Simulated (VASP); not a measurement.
# BN (wurtzite type) (P6_3mc) in VASP: further runs

Runs on BN (wurtzite type). Level: PBE. Tasks: relaxation of shape and atoms at fixed volume.

Program: VASP 6.6.1. These are calculated values, not measurements. Logs are shortened: lines on timing, memory, paths and dates and some standing lists are left out, and cuts for length are marked.

## (1) The cell of the first run

The structure is hexagonal, space group P6_3mc (No. 186). Conventional cell: a = 2.448 Å, b = 2.448 Å, c = 4.048 Å, α = 90.00°, β = 90.00°, γ = 120.00°. B (site symmetry 3m) has 4 N at 1.50 to 1.52 Å within 2.0 Å. N (site symmetry 3m) has 4 B at 1.50 to 1.52 Å within 2.0 Å.

## (2) Relaxation of shape and atoms at fixed volume, PBE

The input, INCAR:

```
PREC = Accurate
ENCUT = 600
EDIFF = 1E-7
ISMEAR = -1
SIGMA = 0.05
LREAL = False
LASPH = True
NELM = 80
ALGO = Normal
ISIF = 4
LWAVE = False
LCHARG = False
GGA = PE
IBRION = 2
NSW = 50
EDIFFG = -0.005
```

The input, KPOINTS:

```
Automatic mesh
0
Gamma
  12 12 6
```

The input, POSCAR:

```
BN
1.0
    2.4480016930      0.0000000000      0.0000000000
   -1.2240008465      2.1200316547      0.0000000000
    0.0000000000      0.0000000000      4.0484017645
B N
2 2
Direct
    0.3333333333      0.6666666667      0.0006889995
    0.6666666667      0.3333333333      0.5006889995
    0.3333333333      0.6666666667      0.3753110005
    0.6666666667      0.3333333333      0.8753110005
```

Potentials or basis: VASP PAW PBE potentials, release 64 (B, N).

Command:

```console
cat potpaw_PBE.64/B/POTCAR potpaw_PBE.64/N/POTCAR > POTCAR
mpirun -np 1 vasp_std > vasp.out
```

OUTCAR:

```text
PREC = Accurate
   ENCUT = 600
   EDIFF = 1E-7
   ISMEAR = -1
   LREAL = False
   LASPH = True
   NELM = 80
   ISIF = 4
   GGA = PE
   IBRION = 2
   NSW = 50
   EDIFFG = -0.005

 ion  position               nearest neighbor table
   1  0.333  0.667  0.001-   4 1.50   4 1.50   4 1.50   3 1.52
   2  0.667  0.333  0.501-   3 1.50   3 1.50   3 1.50   4 1.52
   3  0.333  0.667  0.375-   2 1.50   2 1.50   2 1.50   1 1.52
   4  0.667  0.333  0.875-   1 1.50   1 1.50   1 1.50   2 1.52

  LATTYP: Found a hexagonal cell.
 ALAT       =     2.4480016930
 C/A-ratio  =     1.6537577470

  Lattice vectors:

 A1 = (   2.4480016930,   0.0000000000,   0.0000000000)
 A2 = (  -1.2240008465,   2.1200316547,   0.0000000000)
 A3 = (   0.0000000000,   0.0000000000,   4.0484017645)

Analysis of symmetry for initial positions (statically):
=====================================================================
 Subroutine PRICEL returns:
 Original cell was already a primitive cell.

 Routine SETGRP: Setting up the symmetry group for a
 hexagonal supercell.

 Subroutine GETGRP returns: Found 12 space group operations
 (whereof  6 operations were pure point group operations)
 out of a pool of 24 trial point group operations.

The static configuration has the point symmetry C_3v.
 The point group associated with its full space group is C_6v.

Analysis of symmetry for dynamics (positions and initial velocities):
=====================================================================
 Subroutine PRICEL returns:
 Original cell was already a primitive cell.

 Routine SETGRP: Setting up the symmetry group for a
 hexagonal supercell.

 Subroutine GETGRP returns: Found 12 space group operations
 (whereof  6 operations were pure point group operations)
 out of a pool of 24 trial point group operations.

The dynamic configuration has the point symmetry C_3v.
 The point group associated with its full space group is C_6v.

 Subroutine INISYM returns: Found 12 space group operations
 (whereof  6 operations are pure point group operations),
 and found     1 'primitive' translations

----------------------------------------------------------------------------------------

                                     Primitive cell

  volume of cell :      21.0106

  direct lattice vectors                    reciprocal lattice vectors
     2.448001693  0.000000000  0.000000000     0.408496450  0.235845535  0.000000000
    -1.224000847  2.120031655  0.000000000     0.000000000  0.471691070  0.000000000
     0.000000000  0.000000000  4.048401765     0.000000000  0.000000000  0.247011057

  length of vectors
     2.448001693  2.448001693  4.048401765     0.471691070  0.471691070  0.247011057

  position of ions in fractional coordinates (direct lattice)
     0.333333333  0.666666667  0.000688999
     0.666666667  0.333333333  0.500688999
     0.333333333  0.666666667  0.375311000
     0.666666667  0.333333333  0.875311000

  ion indices of the primitive-cell ions
   primitive index   ion index
                 1           1
                 2           2
                 3           3
                 4           4

----------------------------------------------------------------------------------------

 KPOINTS: Automatic mesh

Automatic generation of k-mesh.
 Grid dimensions read from file:
 generate k-points for:   12   12    6

 Generating k-lattice:

  Cartesian coordinates                     Fractional coordinates (reciprocal lattice)
     0.034041371  0.019653795  0.000000000     0.083333333  0.000000000  0.000000000
     0.000000000  0.039307589  0.000000000     0.000000000  0.083333333  0.000000000
     0.000000000  0.000000000  0.041168510     0.000000000  0.000000000  0.166666667

  Length of vectors
     0.039307589  0.039307589  0.041168510

  Shift w.r.t. Gamma in fractional coordinates (k-lattice)
     0.000000000  0.000000000  0.000000000

 Subroutine IBZKPT returns following result:
 ===========================================

 Found     76 irreducible k-points:

 Following reciprocal coordinates:
            Coordinates               Weight
  0.000000  0.000000  0.000000      1.000000
  0.083333  0.000000  0.000000      6.000000
  0.166667  0.000000  0.000000      6.000000
  0.250000  0.000000  0.000000      6.000000
  0.333333  0.000000  0.000000      6.000000
  0.416667  0.000000  0.000000      6.000000
[... 16 lines left out ...]
  0.250000  0.000000  0.166667     12.000000
  0.333333  0.000000  0.166667     12.000000
 [... further k-points ...]
   k-points           NKPTS =     76   k-points in BZ     NKDIM =     76   number of bands    NBANDS=     12
   number of dos      NEDOS =    301   number of ions     NIONS =      4
   total plane-waves  NPLWV =  12800
   dimension x,y,z NGX =    20 NGY =   20 NGZ =   32
   dimension x,y,z NGXF=    40 NGYF=   40 NGZF=   64
   ions per type =               2   2
   NGX,Y,Z   is equivalent  to a cutoff of  13.58, 13.58, 13.14 a.u.
   NGXF,Y,Z  is equivalent  to a cutoff of  27.16, 27.16, 26.28 a.u.
 SYSTEM =  unknown system
   PREC   = accura    normal or accurate (medium, high low for compatibility)
   ISTART =      0    job   : 0-new  1-cont  2-samecut
   ICHARG =      2    charge: 1-file 2-atom 10-const
   ISPIN  =      1    spin polarized calculation?
   LNONCOLLINEAR =      F non collinear calculations
   LSORBIT =      F    spin-orbit coupling
   LASPH  =      T    aspherical Exc in radial PAW
   ENCUT  =  600.0 eV  44.10 Ry    6.64 a.u.   4.89  4.89  8.09*2*pi/ulx,y,z
   NELM   =     80;   NELMIN=  2; NELMDL= -5     # of ELM steps
   EDIFF  = 0.1E-06   stopping-criterion for ELM
   LREAL  =      F    real-space projection
   EDIFFG = -.5E-02   stopping-criterion for IOM
   NSW    =     50    number of steps for IOM
   IBRION =      2    ionic relax: 0-MD 1-quasi-New 2-CG
   NFREE  =      1    steps in history (QN), initial steepest desc. (CG)
   ISIF   =      4    stress and relaxation
   ISYM   =      2    0-nonsym 1-usesym 2-fastsym
   POTIM  = 0.5000    time-step for ionic-motion
   TEBEG  =    0.0;   TEEND  =   0.0 temperature during run
   PSTRESS=    0.0 pullay stress
   NELECT =      16.0000    total number of electrons
   NUPDOWN=      -1.0000    fix difference up-down
   EMIN   =  10.00;   EMAX   =-10.00  energy-range for DOS
   EFERMI =   0.00;   METHOD = LEGACY
   ISMEAR =    -1;   SIGMA  =   0.05  broadening in eV -4-tet -1-fermi 0-gaus
   EFERMI_NEDOS =   21; number of points for ismear=-14 and -15
   IALGO  =     38    algorithm
   IMIX   =      4    mixing-type and parameters
     AMIX     =   0.40;   BMIX     =  1.00
     AMIX_MAG =   1.60;   BMIX_MAG =  1.00
  volume/ion in A,a.u.               =       5.25        35.45
  Fermi-wavevector in a.u.,A,eV,Ry     =   1.494981  2.825104 30.408579  2.234967
  Thomas-Fermi vector in A             =   2.607184
   LORBIT       =      0    0 simple, 1 ext, 2 COOP (PROOUT), +10 PAW based schemes
   GGA     = PE    functional components
   LHFCALC =     F    Hartree Fock is set to
   AEXX    =    0.0000 exact exchange contribution
   IVDW    =     0    specifies the selected vdW correction
   LEPSILON=     F    determine dielectric tensor
   LRPA    =     F    only Hartree local field effects (RPA)
 conjugate gradient relaxation of ions
 non-spin polarized calculation
  energy-cutoff  :      600.00
  volume of cell :       21.01
 maximum number of plane-waves:       726
 NGX is ok and might be reduce to    20
   NGX =  9   NGY =  9   NGZ = 17

--------------------------------------- Ionic step        1  -------------------------------------------

 number of electron      16.0000001 magnetization

 Free energy of the ion-electron system (eV)
  ---------------------------------------------------
  ext. energy  EPLUGINS =         0.00000000
  ---------------------------------------------------
  free energy    TOTEN  =       -34.34192198 eV

  energy without entropy =      -34.34192198  energy(sigma->0) =      -34.34192198

------------------------ aborting loop because EDIFF is reached ----------------------------------------

  FORCE on cell =-STRESS in cart. coord.  units (eV):
  Direction    XX          YY          ZZ          XY          YZ          ZX
  --------------------------------------------------------------------------------------
  -------------------------------------------------------------------------------------
  Total        7.8821625      7.8821625      7.9864345      0.0000000      0.0000000     -0.0000000
  in kB      601.0606559    601.0606559    609.0120004      0.0000000      0.0000000     -0.0000000
  external PRESSURE =     603.7111040 kB  Pullay stress =       0.0000000 kB
[... 137 lines left out ...]
  energy  without entropy=      -34.3423683068  energy(sigma->0) =      -34.34236831

--------------------------------------- Ionic step        5  -------------------------------------------

 number of electron      16.0000001 magnetization

 Free energy of the ion-electron system (eV)
  ---------------------------------------------------
  ext. energy  EPLUGINS =         0.00000000
  ---------------------------------------------------
  free energy    TOTEN  =       -34.34239167 eV

  energy without entropy =      -34.34239167  energy(sigma->0) =      -34.34239167

 E-fermi :  10.0139     XC(G=0): -13.4018

 val. band max:        9.1254364956   @ k =   0.0000   0.0000   0.0000
 cond. band min:      14.0277105654   @ k =   0.3333   0.3333   0.0000
 fundamental gap:      4.9022740698
 Fermi energy:        10.0139254169

 k-point     1 :       0.0000    0.0000    0.0000
  band No.  band energies     occupation
      1     -12.7300      2.00000
      2      -8.0173      2.00000
      3      -3.0024      2.00000
      4       6.7304      2.00000
      5       6.7304      2.00000
      6       8.7445      2.00000
      7       9.1254      2.00000
      8       9.1254      2.00000
      9      17.9594      0.00000
     10      17.9594      0.00000
     11      18.3583      0.00000
     12      20.1539      0.00000
[... 331 lines left out ...]
 k-point    24 :       0.3333    0.0000    0.1667
  band No.  band energies     occupation
      1     -10.0195      2.00000
      2      -6.8483      2.00000
      3      -0.6289      2.00000
      4       0.9728      2.00000
      5       2.6503      2.00000
      6       4.2772      2.00000
      7       6.2540      2.00000
      8       6.9778      2.00000
      9      16.4668      0.00000
     10      17.9356      0.00000
     11      20.7360      0.00000
     12      21.0395      0.00000

 [... further k-points ...]

------------------------ aborting loop because EDIFF is reached ----------------------------------------

  FORCE on cell =-STRESS in cart. coord.  units (eV):
  Direction    XX          YY          ZZ          XY          YZ          ZX
  --------------------------------------------------------------------------------------
  -------------------------------------------------------------------------------------
  Total        7.9091749      7.9091749      7.9095275      0.0000000      0.0000000      0.0000000
  in kB      603.1205062    603.1205062    603.1474000      0.0000000      0.0000000      0.0000000
  external PRESSURE =     603.1294708 kB  Pullay stress =       0.0000000 kB
[... 19 lines left out ...]
  FREE ENERGIE OF THE ION-ELECTRON SYSTEM (eV)
  ---------------------------------------------------
  free  energy   TOTEN  =       -34.3423916720 eV

  energy  without entropy=      -34.3423916719  energy(sigma->0) =      -34.34239167

 reached required accuracy - stopping structural energy minimisation
```

Wall time 74 s (1 thread of Intel Xeon 8259CL, shared host); peak memory 0.14 GiB.

Results:

```
Free energy               : -34.3424 eV
Energy gained by relaxing : 0.1 meV/atom
Ionic steps               : 5
Pressure after relaxing   : 60.3 GPa
Band gap on the k mesh    : 4.90 eV (least direct gap 8.81 eV)
```

The path:
```tsv
step	energy change (eV)	largest force (eV/Å)	pressure (GPa)	volume (Å³)
1	0.0000	0.1109	60.37	21.01
2	0.0010	0.2183	60.25	21.01
3	-0.0004	0.0050	60.32	21.01
4	-0.0004	0.0041	60.31	21.01
5	-0.0005	0.0002	60.31	21.01
```

Final structure:
```yaml
crystal:
  lattice:
    - [2.44704, 0.00000, 0.00000]
    - [-1.22352, 2.11920, 0.00000]
    - [0.00000, 0.00000, 4.05158]
  atoms:
    - { symbol: B, position: [0.33333, 0.66667, 0.00117] }
    - { symbol: B, position: [0.66667, 0.33333, 0.50117] }
    - { symbol: N, position: [0.33333, 0.66667, 0.37483] }
    - { symbol: N, position: [0.66667, 0.33333, 0.87483] }
```

A k mesh can miss the band edges.

## (3) Relaxation of shape and atoms at fixed volume, PBE

This run uses another cell than the first one, of 5.61 Å³/atom.

The input, INCAR:

```
PREC     = Accurate       # precision mode
ENCUT    = 600            # plane-wave cutoff, eV
EDIFF    = 1E-6           # SCF threshold, eV
ISMEAR   = -1             # smearing method
SIGMA    = 0.05           # smearing width, eV
LREAL    = F              # projectors in reciprocal space
LASPH    = T              # aspherical terms in the spheres
NELM     = 60             # most SCF steps
ALGO     = Normal         # electronic algorithm
ISIF     = 4              # what is computed and relaxed
LWAVE    = F              # write WAVECAR
LCHARG   = F              # write CHGCAR
GGA      = PE             # functional
IBRION   = 2              # ionic algorithm
NSW      = 50             # ionic steps
EDIFFG   = -0.005         # ionic threshold
```

The input, KPOINTS:

```
regular mesh
0
Gamma
  12 12 6
```

The input, POSCAR:

```
BN
1.0
    2.5024194541      0.0000000000      0.0000000000
   -1.2512097270      2.1671588182      0.0000000000
    0.0000000000      0.0000000000      4.1383955585
B N
2 2
Direct
    0.3333333333      0.6666666667      0.0006889995
    0.6666666667      0.3333333333      0.5006889995
    0.3333333333      0.6666666667      0.3753110005
    0.6666666667      0.3333333333      0.8753110005
```

Potentials or basis: VASP PAW PBE potentials, release 64 (B, N).

Command:

```console
cat potpaw_PBE.64/B/POTCAR potpaw_PBE.64/N/POTCAR > POTCAR
mpirun -np 1 vasp_std > vasp.out
```

Wall time 62 s (1 thread of Intel Xeon 8259CL, shared host); peak memory 0.15 GiB.

Results (log left out):

```
Free energy               : -34.7254 eV
Energy gained by relaxing : 0.0 meV/atom
Ionic steps               : 5
Pressure after relaxing   : 25.9 GPa
Band gap on the k mesh    : 5.07 eV (least direct gap 8.52 eV)
```

Stress tensor (GPa, compression positive):
```
25.92  0.00  0.00
 0.00 25.92  0.00
 0.00  0.00 25.73
```

Step by step:
```
step  energy change (eV)  largest force (eV/Å)  pressure (GPa)  volume (Å³)
   1              0.0000                0.0517           25.89        22.44
   2              0.0001                0.0818           25.83        22.44
   3             -0.0001                0.0008           25.86        22.44
   4             -0.0001                0.0027           25.86        22.44
   5             -0.0001                0.0007           25.86        22.44
```

Final structure:
```
B N
1.0
     2.50191    0.00000    0.00000
    -1.25096    2.16672    0.00000
     0.00000    0.00000    4.14007
B N
2 2
Direct
  0.33333 0.66667 0.00094
  0.66667 0.33333 0.50094
  0.33333 0.66667 0.37506
  0.66667 0.33333 0.87506
```

Levels at points of the mesh, in eV from the valence-band top:
| k point | band 5 | band 6 | band 7 | band 8 | band 9 | band 10 | band 11 | band 12 |
| --- | --- | --- | --- | --- | --- | --- | --- | --- |
| (0.00, 0.00, 0.00) | -2.24 | -0.32 | 0.00 | 0.00 | 8.58 | 8.58 | 8.89 | 10.18 |
| (0.50, 0.00, 0.00) | -7.23 | -5.25 | -4.70 | -2.22 | 6.90 | 8.11 | 10.85 | 11.96 |
| (0.00, 0.00, 0.50) | -1.24 | -1.24 | -1.24 | -1.24 | 9.98 | 9.98 | 10.20 | 10.20 |
| (0.50, 0.00, 0.50) | -3.98 | -3.98 | -3.77 | -3.77 | 6.77 | 6.77 | 10.39 | 10.39 |
